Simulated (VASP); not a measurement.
Input of a VASP 6.6.1 run:

File INCAR:

```
PREC     = Accurate       # precision mode
ENCUT    = 520            # plane-wave cutoff, eV
EDIFF    = 1E-6           # SCF threshold, eV
ISMEAR   = 0              # smearing method
SIGMA    = 0.1            # smearing width, eV
LREAL    = False          # projectors in reciprocal space
LASPH    = True           # aspherical terms in the spheres
NELM     = 150            # most SCF steps
ALGO     = Normal         # electronic algorithm
ISIF     = 2              # what is computed and relaxed
LWAVE    = False          # write WAVECAR
LCHARG   = False          # write CHGCAR
ISPIN    = 2              # spin polarisation
MAGMOM   = 0 0 0 1 1 1    # initial moments
LORBIT   = 11             # projections on sites
GGA      = PE             # functional
NBANDS   = 35             # bands
```

KPOINTS

```
regular mesh
0
Gamma
  6 6 4
```

POSCAR

```
AlIn2N3
1.0
    5.0292303800      0.0000000000      0.0000000000
   -2.5146151900      4.3554412700      0.0000000000
    0.0000000000      0.0000000000      4.5016655400
Al In N
1 2 3
Direct
    0.0000000000      0.0000000000      0.5000000000
    0.6666666700      0.3333333300      0.5000000000
    0.3333333300      0.6666666700      0.0000000000
    0.2203279800      0.7796720200      0.5000000000
    0.2203279800      0.4406559700      0.5000000000
    0.5593440300      0.7796720200      0.5000000000
```

Potentials or basis: VASP PAW PBE potentials, release 64 (Al, In_d, N).

The run is started by

```console
$ cat potpaw_PBE.64/Al/POTCAR potpaw_PBE.64/In_d/POTCAR potpaw_PBE.64/N/POTCAR > POTCAR
$ mpirun -np 1 vasp_std > vasp.out
```

Task: What does it give for the pressure?

Result: 8.2 GPa.

Task: What does it give for the net moment?

Result: 0.00 μB per cell.

Task: What does it give for the largest force?

Result: 1.511 eV/Å.

Task: Predict the band gap on the k mesh.

Result: Zero (filled and empty bands overlap).

Forces in eV/Å, atoms in the order of the input:
```
Al   0.000  0.000  0.000
In   0.000  0.000  0.000
In   0.000  0.000  0.000
N   -1.309  0.756  0.000
N    0.000 -1.511  0.000
N    1.309  0.756  0.000
```

Caveat: the cell stands under pressure; spin-orbit coupling is left out, which moves the levels of the heavy elements; forces of over 1 eV/Å act on the atoms, so gaps and moduli don't describe the material at rest.
